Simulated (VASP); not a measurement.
Write the native input for VASP 6.6.1 that does the following.

```
Task                   : relaxation of shape and atoms at fixed volume
Functional             : PBE
Potentials or basis    : VASP PAW PBE potentials, release 64 (Mg, H)
Cutoff                 : 600 eV
k mesh                 : 8 × 8 × 8
Occupations            : gaussian, width 0.02 eV
Spin                   : no spin polarisation
Dipole correction      : no
Further INCAR settings : ALGO = Normal; EDIFF = 1e-07; IBRION = 2; EDIFFG = -0.01; NSW = 50; ISIF = 4
```

The structure of MgH2 lies in POSCAR:

```
MgH2
1.0
   -1.8676622247      1.8676622247      4.6239561404
    1.8676622247     -1.8676622247      4.6239561404
    1.8676622247      1.8676622247     -4.6239561404
Mg H
2 4
Direct
    0.0000000000      0.0000000000      0.0000000000
    0.7500000000      0.2500000000      0.5000000000
    0.7887635068      0.7887635068      0.0000000000
    0.9612364932      0.4612364932      0.5000000000
    0.5387635068      0.0387635068      0.5000000000
    0.2112364932      0.2112364932      0.0000000000
```

This cell differs from its parent crystal: volume scaled by 0.94.

The input as run:

INCAR

```
PREC = Accurate
ENCUT = 600
EDIFF = 1E-7
ISMEAR = 0
SIGMA = 0.02
LREAL = False
LASPH = True
NELM = 60
ALGO = Normal
ISIF = 4
LWAVE = False
LCHARG = False
GGA = PE
IBRION = 2
NSW = 50
EDIFFG = -0.01
```

KPOINTS

```
regular mesh
0
Gamma
  8 8 8
```

Potentials or basis: VASP PAW PBE potentials, release 64 (Mg, H).

Launch:

```sh
$ cat potpaw_PBE.64/Mg/POTCAR potpaw_PBE.64/H/POTCAR > POTCAR
$ mpirun -np 1 vasp_std > vasp.out
```

Results of the run:

| Quantity | Value |
| --- | --- |
| Energy gained by relaxing | 0.1 meV/atom |
| Ionic steps | 4 |
| Pressure after relaxing | 2.8 GPa |
| Band gap on the k mesh | 3.61 eV, indirect (least direct gap 4.75 eV) |

Run time: 2.3 min on 1 thread of Intel(R) Xeon(R) Platinum 8488C (Sapphire Rapids) (shared host), peak memory 0.34 GiB.
